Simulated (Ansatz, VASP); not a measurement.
**Al2Au in VASP and in Ansatz**

```xyz
3
Lattice="0.0000 3.0000 3.0000 3.0000 0.0000 3.0000 3.0000 3.0000 0.0000" Properties=species:S:1:pos:R:3 pbc="T T T"
Al    1.5000    1.5000    1.5000
Al    4.5000    4.5000    4.5000
Au    0.0000    0.0000    0.0000
```

Alike in both runs: task single point; functional PBE; k mesh 12 × 12 × 12; occupations gaussian, width 0.1 eV; no spin polarisation.

```csv
,VASP,Ansatz
version,VASP 6.6.1,Ansatz 0.2.0
potentials or method,"VASP PAW PBE potentials, release 64 (Al, Au), cutoff 520 eV","scalar-relativistic, plane waves, PAW"
valence electrons in the cell,17,25
```

```tsv
	VASP	Ansatz	Ansatz less VASP
gap on the k mesh at the Fermi level (eV)	none	none	-
pressure (GPa)	3.2	3.4	+0.25
```

A gap of «none» marks a metal or a gap that the smearing closes. With one functional, cell and mesh, what is left measures potentials, basis and numerics. VASP's potentials hold 17 valence electrons a cell and Ansatz's 25, so a difference there can come from the potentials and not from the codes.

Spin-orbit coupling is off throughout.
